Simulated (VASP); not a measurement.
# Mg7ZnO8 (P1) in VASP: single point with HSE06

Aim: the single point of Mg7ZnO8 with HSE06.

All numbers are computed with VASP 6.6.1; they aren't measurements. Logs are shortened: lines on timing, memory, paths and dates and some standing lists are left out, and cuts for length are marked.

### Step 1. The cell of the first run

The typed cell holds 64 atoms: a = 8.442 Å, b = 8.442 Å, c = 8.442 Å, α = 90.00°, β = 90.00°, γ = 90.00°.

### Step 2. Single point, HSE06

POSCAR

```
Mg7ZnO8
1.0
    8.4415800000      0.0000000000      0.0000000000
    0.0000000000      8.4415800000      0.0000000000
    0.0000000000      0.0000000000      8.4415800000
O Mg Zn
32 28 4
Direct
    0.2501300000      0.0002440000      0.9992340000
    0.2501840000      0.0002160000      0.4999580000
    0.2501480000      0.5007650000      0.9992550000
    0.2501830000      0.5008120000      0.4999220000
    0.7496790000      0.0001000000      0.9965260000
    0.7497280000      0.9979000000      0.5023660000
    0.7496390000      0.5007210000      0.9965210000
    0.7498850000      0.5034040000      0.5025330000
    0.9995710000      0.2505320000      0.0002100000
    0.0022250000      0.2506380000      0.4994570000
    0.9995740000      0.7505310000      0.0000830000
    0.9996080000      0.7505910000      0.4991050000
    0.5002960000      0.2504870000      0.0001690000
    0.4977090000      0.2504180000      0.4991960000
    0.5003920000      0.7505350000      0.0026370000
    0.5002360000      0.7504200000      0.4964560000
    0.0025150000      0.0008650000      0.2498720000
    0.9998820000      0.0008290000      0.7494310000
    0.0024940000      0.5004340000      0.2498510000
    0.9998780000      0.5002750000      0.7494680000
    0.4973760000      0.0006320000      0.2496720000
    0.5001090000      0.0033510000      0.7494380000
    0.4974080000      0.5001080000      0.2496670000
    0.4999440000      0.4976550000      0.7492790000
    0.2498820000      0.2505080000      0.2495960000
    0.2498760000      0.2504980000      0.7498140000
    0.2498450000      0.7505080000      0.2495170000
    0.2473700000      0.7504480000      0.7495610000
    0.7499200000      0.2504530000      0.2476590000
    0.7501310000      0.2506180000      0.7525040000
    0.7500810000      0.7504930000      0.2494080000
    0.7525160000      0.7506240000      0.7497260000
    0.9996780000      0.0005370000      0.9997950000
    0.9993990000      0.0007270000      0.4993830000
    0.9996720000      0.5005230000      0.9997980000
    0.9994000000      0.5004190000      0.4994010000
    0.5002090000      0.0003490000      0.9996260000
    0.5004870000      0.0005310000      0.4994410000
    0.5001910000      0.5005910000      0.9996240000
    0.5004880000      0.5004710000      0.4994510000
    0.2500140000      0.2505070000      0.9998300000
    0.2500160000      0.2505230000      0.4995910000
    0.2501620000      0.7505030000      0.9995210000
    0.2501620000      0.7505040000      0.4996330000
    0.7498530000      0.2505170000      0.0000780000
    0.7497380000      0.7505200000      0.9995990000
    0.7497850000      0.7505500000      0.4993710000
    0.2500070000      0.0005630000      0.2496970000
    0.2501520000      0.0003940000      0.7494910000
    0.2500070000      0.5004540000      0.2496980000
    0.2501440000      0.5006370000      0.7494740000
    0.7497700000      0.0004880000      0.7494540000
    0.7497750000      0.5005800000      0.7494470000
    0.9991540000      0.2505440000      0.2500690000
    0.9997610000      0.2505610000      0.7495860000
    0.9996610000      0.7505390000      0.2496810000
    0.9998010000      0.7505430000      0.7494970000
    0.5007230000      0.2504670000      0.2499790000
    0.5001610000      0.2505040000      0.7495450000
    0.5002520000      0.7504870000      0.2496000000
    0.7498780000      0.2505480000      0.5005250000
    0.7498460000      0.0002420000      0.2492790000
    0.7498510000      0.5007720000      0.2493190000
    0.5001780000      0.7505020000      0.7494300000
```

INCAR.step1

```
SYSTEM = Mg7ZnO8
ALGO = Normal
EDIFF = 1E-5
ENCUT = 520
GGA = PE
ISIF = 2
ISMEAR = -1
LASPH = .TRUE.
LREAL = Auto
LWAVE = .TRUE.
NBANDS = 186
NELM = 100
PREC = Accurate
SIGMA = 0.05
```

INCAR.step2

```
SYSTEM = Mg7ZnO8
ALGO = Normal
EDIFF = 1E-6
ENCUT = 520
GGA = PE
HFSCREEN = 0.2079
ISIF = 2
ISMEAR = -1
ISTART = 1
LASPH = .TRUE.
LCHARG = .TRUE.
LELF = .TRUE.
LHFCALC = .TRUE.
LREAL = Auto
LVHAR = .TRUE.
LWAVE = .FALSE.
NBANDS = 186
NELM = 100
PREC = Accurate
PRECFOCK = Fast
SIGMA = 0.05
```

KPOINTS

```
k-points
0
G
  1 1 1
  0 0 0
```

Potentials or basis: VASP PAW PBE potentials, release 64 (O, Mg, Zn).

Run with:

```bash
> cat potpaw_PBE.64/O/POTCAR potpaw_PBE.64/Mg/POTCAR potpaw_PBE.64/Zn/POTCAR > POTCAR
> cp INCAR.step1 INCAR
> mpirun -np 1 vasp_gam > vasp.out
> cp INCAR.step2 INCAR
> mpirun -np 1 vasp_gam > vasp.out
```

OUTCAR:

```text
SYSTEM = Mg7ZnO8
   EDIFF = 1E-6
   ENCUT = 520
   GGA = PE
   HFSCREEN = 0.2079
   ISIF = 2
   ISMEAR = -1
   ISTART = 1
   LASPH = .TRUE.
   LHFCALC = .TRUE.
   LREAL = Auto
   NELM = 100
   PREC = Accurate
   PRECFOCK = Fast

 ion  position               nearest neighbor table
   1  0.250  0.000  0.999-  43 2.11  49 2.11  37 2.11  41 2.11  33 2.11  48 2.11
   2  0.250  0.000  0.500-  49 2.11  44 2.11  48 2.11  38 2.11  42 2.11  34 2.12
   3  0.250  0.501  0.999-  43 2.11  51 2.11  39 2.11  41 2.11  50 2.11  35 2.11
   4  0.250  0.501  0.500-  51 2.11  44 2.11  50 2.11  42 2.11  40 2.11  36 2.12
   5  0.750  0.000  0.997-  52 2.09  37 2.11  46 2.11  33 2.11  45 2.11  62 2.13
   6  0.750  0.998  0.502-  52 2.09  47 2.09  38 2.10  34 2.11  61 2.13  62 2.14
[... 76 lines left out ...]
  58  0.501  0.250  0.250-  29 2.10  14 2.10  23 2.11  13 2.11  21 2.11  25 2.12  45 2.98  62 2.98
                            38 2.98  63 2.98  40 2.98  61 2.98  42 2.99  37 2.99  39 2.99  48 2.99
  59  0.500  0.251  0.750-  24 2.09  22 2.09  30 2.11  26 2.11  14 2.11  13 2.12  61 2.98  52 2.98
                            53 2.98  40 2.98  38 2.99  42 2.99  49 2.99  51 2.99  39 2.99  45 2.99
  60  0.500  0.750  0.250-  16 2.08  15 2.08  31 2.11  21 2.11  23 2.11  27 2.11  47 2.98  63 2.98
                            62 2.98  46 2.98  37 2.98  40 2.98  39 2.98  38 2.98  44 2.99  43 2.99
  61  0.750  0.251  0.501-  30 2.13  14 2.13  10 2.13   6 2.13   8 2.13  29 2.13  59 2.98  55 2.98
                            53 2.98  52 2.98  40 2.98  34 2.98  36 2.98  38 2.98  58 2.98  54 2.98
  62  0.750  0.000  0.249-  31 2.11  29 2.11  21 2.13  17 2.13   5 2.13   6 2.14  37 2.98  33 2.98
                            60 2.98  58 2.98  46 2.98  45 2.98  56 2.98  38 2.98  54 2.98  34 2.98
  63  0.750  0.501  0.249-  31 2.11  29 2.11  23 2.13  19 2.13   7 2.13   8 2.14  60 2.98  35 2.98
                            39 2.98  58 2.98  46 2.98  40 2.98  45 2.98  54 2.98  56 2.98  36 2.98
  64  0.500  0.751  0.749-  32 2.13  28 2.13  24 2.13  22 2.13  16 2.14  15 2.14  53 2.98  52 2.98
                            47 2.98  46 2.98  44 2.98  51 2.98  49 2.98  40 2.98  38 2.98  37 2.98

  LATTYP: Found a simple cubic cell.
 ALAT       =     8.4415800000

  Lattice vectors:

 A1 = (   8.4415800000,   0.0000000000,   0.0000000000)
 A2 = (   0.0000000000,   8.4415800000,   0.0000000000)
 A3 = (   0.0000000000,   0.0000000000,   8.4415800000)

Analysis of symmetry for initial positions (statically):
=====================================================================
 Subroutine PRICEL returns:
 Original cell was already a primitive cell.

 Routine SETGRP: Setting up the symmetry group for a
 simple cubic supercell.

 Subroutine GETGRP returns: Found  1 space group operations
 (whereof  1 operations were pure point group operations)
 out of a pool of 48 trial point group operations.

The static configuration has the point symmetry C_1 .

Analysis of symmetry for dynamics (positions and initial velocities):
[... 233 lines left out ...]
  Fermi-wavevector in a.u.,A,eV,Ry     =   1.292454  2.442383 22.727669  1.670437
  Thomas-Fermi vector in A             =   2.424161
   LORBIT       =      0    0 simple, 1 ext, 2 COOP (PROOUT), +10 PAW based schemes
   GGA     = PE    functional components
   LHFCALC =     T    Hartree Fock is set to
   PRECFOCK=fast      Normal, Fast or Accurate (Low or Medium for compatibility)
   ENCUT4O =  -1.0   cutoff for four orbital integrals eV
   NKREDX  =     1    reduce k-point grid by
   NKREDY  =     1    reduce k-point grid by
   NKREDZ  =     1    reduce k-point grid by
   AEXX    =    0.2500 exact exchange contribution
   HFSCREEN=    0.2079 screening length (either q_TF or 0.3 A-1)
   HFSCREENC=   0.2079 screening length for correlation (either q_TF or 0.3 A-1)
   ENCUTFOCK=  -1.0 apply spherical cutoff to Coloumb kernel
   IVDW    =     0    specifies the selected vdW correction
   LEPSILON=     F    determine dielectric tensor
   LRPA    =     F    only Hartree local field effects (RPA)
 non-spin polarized calculation
  energy-cutoff  :      520.00
  volume of cell :      601.55
 maximum number of plane-waves:      8140
 NGX is ok and might be reduce to    64
  NGX = 32; NGY = 32; NGZ = 32

 number of electron     296.0000000 magnetization

 Free energy of the ion-electron system (eV)
  ---------------------------------------------------
  ext. energy  EPLUGINS =         0.00000000
  ---------------------------------------------------
  free energy    TOTEN  =      -442.54280363 eV

  energy without entropy =     -442.54280363  energy(sigma->0) =     -442.54280363

 E-fermi :   3.4079     XC(G=0):  -9.2126

 val. band max:        2.1843123259   @ k =   0.0000   0.0000   0.0000
 cond. band min:       7.6444400244   @ k =   0.0000   0.0000   0.0000
 fundamental gap:      5.4601276985
 Fermi energy:         3.4079073871

 k-point     1 :       0.0000    0.0000    0.0000
  band No.  band energies     occupation
      1     -17.1099      2.00000
      2     -16.4031      2.00000
      3     -16.3282      2.00000
      4     -16.3182      2.00000
      5     -16.3064      2.00000
      6     -16.2807      2.00000
[... 152 lines left out ...]
    159      11.7367      0.00000
    160      12.3179      0.00000
 [bands above 160 left out]

------------------------ aborting loop because EDIFF is reached ----------------------------------------

  FORCE on cell =-STRESS in cart. coord.  units (eV):
  Direction    XX          YY          ZZ          XY          YZ          ZX
  --------------------------------------------------------------------------------------
  -------------------------------------------------------------------------------------
  Total       -5.2784423     -5.2648702     -5.0029779     -0.0000900      0.0197626     -0.0037217
  in kB      -14.0586992    -14.0225510    -13.3250224     -0.0002397      0.0526360     -0.0099126
  external PRESSURE =     -13.8020909 kB  Pullay stress =       0.0000000 kB

 VOLUME and BASIS-vectors are now :
 -----------------------------------------------------------------------------
  energy-cutoff  :      520.00
  volume of cell :      601.55
      direct lattice vectors                 reciprocal lattice vectors
     8.441580000  0.000000000  0.000000000     0.118461236  0.000000000  0.000000000
     0.000000000  8.441580000  0.000000000     0.000000000  0.118461236  0.000000000
     0.000000000  0.000000000  8.441580000     0.000000000  0.000000000  0.118461236

 POSITION                                       TOTAL-FORCE (eV/Angst)
 -----------------------------------------------------------------------------------
      2.11149      0.00206      8.43511         0.006282     -0.006855     -0.020543
      2.11195      0.00182      4.22044         0.003050     -0.017872      0.017722
      2.11164      4.22725      8.43529         0.007209      0.009303     -0.019447
      2.11194      4.22764      4.22013         0.002963      0.018110      0.016768
      6.32848      0.00084      8.41225         0.002361     -0.004417     -0.061915
      6.32889      8.42385      4.24076        -0.005485     -0.074414      0.089753
[... 56 lines left out ...]
      6.32993      4.22731      2.10465        -0.001622      0.014038     -0.015913
      4.22229      6.33542      6.32637         0.005880      0.000555     -0.001904
 -----------------------------------------------------------------------------------
    total drift:                               -0.005626     -0.002075      0.009559

  FREE ENERGIE OF THE ION-ELECTRON SYSTEM (eV)
  ---------------------------------------------------
  free  energy   TOTEN  =      -442.5428036278 eV

  energy  without entropy=     -442.5428036277  energy(sigma->0) =     -442.54280363
```

Wall time 24 min (1 thread of AMD EPYC 7R43 (Zen 3), shared host); peak memory 0.84 GiB.

Results:

```yaml
Free_energy: -442.5428 eV
Pressure: -1.4 GPa
Largest_force: 0.117 eV/Å
Band_gap_on_the_k_mesh: 5.46 eV
```

Forces in eV/Å, atoms in the order of the input:
```
O    0.006 -0.007 -0.021
O    0.003 -0.018  0.018
O    0.007  0.009 -0.019
O    0.003  0.018  0.017
O    0.002 -0.004 -0.062
O   -0.005 -0.074  0.090
O    0.002  0.027 -0.063
O   -0.020  0.052  0.078
O   -0.002  0.001  0.012
O    0.038 -0.005 -0.018
O   -0.012  0.002  0.022
O   -0.002  0.002 -0.024
O    0.000 -0.002  0.020
O   -0.038  0.008 -0.013
O    0.003 -0.007  0.056
O    0.009  0.008 -0.054
O    0.060 -0.005 -0.005
O    0.005  0.019 -0.008
O    0.061 -0.014 -0.003
O    0.008 -0.016 -0.005
O   -0.061  0.024  0.010
O   -0.014  0.048 -0.011
O   -0.061 -0.003  0.012
O    0.001 -0.053  0.002
O   -0.001  0.000 -0.010
O   -0.010 -0.001  0.011
O   -0.010  0.001 -0.002
O   -0.046  0.008  0.008
O    0.009  0.008 -0.081
O    0.003 -0.008  0.043
O    0.010  0.003 -0.013
O    0.048 -0.007  0.004
Mg   0.020  0.000 -0.022
Mg   0.046 -0.026  0.024
Mg   0.020 -0.001 -0.023
Mg   0.047  0.025  0.025
Mg  -0.021  0.027  0.002
Mg  -0.045 -0.002 -0.001
Mg  -0.021 -0.026  0.001
Mg  -0.044 -0.002 -0.002
Mg   0.002 -0.001  0.003
Mg   0.002 -0.001 -0.003
Mg  -0.023 -0.001  0.028
Mg  -0.025  0.000 -0.028
Mg  -0.001 -0.002 -0.052
Mg   0.025 -0.002 -0.030
Mg   0.023  0.001  0.032
Mg   0.002 -0.001  0.002
Mg  -0.024  0.025 -0.001
Mg   0.002 -0.001  0.002
Mg  -0.025 -0.027 -0.001
Mg   0.025 -0.001  0.023
Mg   0.024  0.002  0.024
Mg   0.074  0.001 -0.024
Mg   0.022 -0.001  0.025
Mg   0.053  0.001  0.002
Mg  -0.006 -0.001 -0.002
Mg  -0.076 -0.002 -0.024
Mg  -0.021 -0.001  0.024
Mg  -0.053 -0.002  0.003
Zn  -0.002  0.002  0.037
Zn  -0.002 -0.013 -0.016
Zn  -0.002  0.014 -0.016
Zn   0.006  0.001 -0.002
```

Levels at points of the mesh, in eV from the valence-band top:
```tsv
k point	band 144	band 145	band 146	band 147	band 148	band 149	band 150	band 151	band 152	band 153
(0.00, 0.00, 0.00)	-0.45	-0.45	-0.45	-0.44	0.00	5.46	7.93	8.42	8.89	8.89
```

Caveat: the k points lie up to 0.74 Å⁻¹ apart; the PAW data sets were made with another functional, which shifts forces and pressure a little.
